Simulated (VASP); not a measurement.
A run of VASP 6.6.1 is set up as follows.

INCAR

```
PREC = Accurate
ENCUT = 500
EDIFF = 1E-6
ISMEAR = 0
SIGMA = 0.1
LREAL = False
LASPH = True
NELM = 120
ALGO = Normal
ISIF = 2
LWAVE = False
LCHARG = False
GGA = PE
NBANDS = 14
GGA_COMPAT = False
```

KPOINTS

```
Automatic mesh
0
Gamma
  6 6 4
```

The input POSCAR:

```
TiAl
1.0
    2.8107520000      0.0000000000      0.0000000000
    0.0000000000      2.8107520000      0.0000000000
    0.0000000000      0.0000000000      4.0664220000
Ti Al
1 1
Direct
    0.5000000000      0.5000000000      0.5000000000
    0.0000000000      0.0000000000      0.0000000000
```

Potentials or basis: VASP PAW PBE potentials, release 64 (Ti_sv, Al).

Command:

```sh
$ cat potpaw_PBE.64/Ti_sv/POTCAR potpaw_PBE.64/Al/POTCAR > POTCAR
$ mpirun -np 1 vasp_std > vasp.out
```

(1) Predict the pressure.

Results:

(1) 1.3 GPa.

Caveat: the k points lie up to 0.39 Å⁻¹ apart.
